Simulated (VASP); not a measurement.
C:

```xyz
2
Lattice="0.0000 1.8828 1.7967 1.6179 0.0000 1.7967 1.6179 1.8828 0.0000" Properties=species:S:1:pos:R:3 pbc="T T T"
C     1.6179    1.8828    1.7967
C     2.4268    2.8241    2.6950
```

This cell differs from its parent crystal: strain +e along x and -e along y -0.0750, strain +e along z and -e/2 along x and y +0.0175.

Base run:

```yaml
Program: VASP 6.6.1
Functional: LDA
Potentials_or_basis: VASP PAW LDA potentials, release 64 (C_h)
Cutoff: 910 eV
k_mesh: 12 × 12 × 12
Occupations: gaussian, width 0.05 eV
Spin: no spin polarisation
```

Its results: band gap on the k mesh 1.05 eV, indirect (least direct gap 3.61 eV); pressure 3.8 GPa.

The run is repeated on the same cell with these changes: potentials or basis from VASP PAW LDA potentials, release 64 (C_h) to VASP PAW LDA potentials, release 64 (C); cutoff from 910 eV to 520 eV. What comes out?

Band gap on the k mesh 1.04 eV, indirect (least direct gap 3.61 eV); pressure 4.7 GPa.

Caveats: the cutoff is under 1.25 times the usual one of these potentials, so pressure, stress and relaxed cells hold a basis-set (Pulay) error (some runs).

A k mesh can miss the band edges.
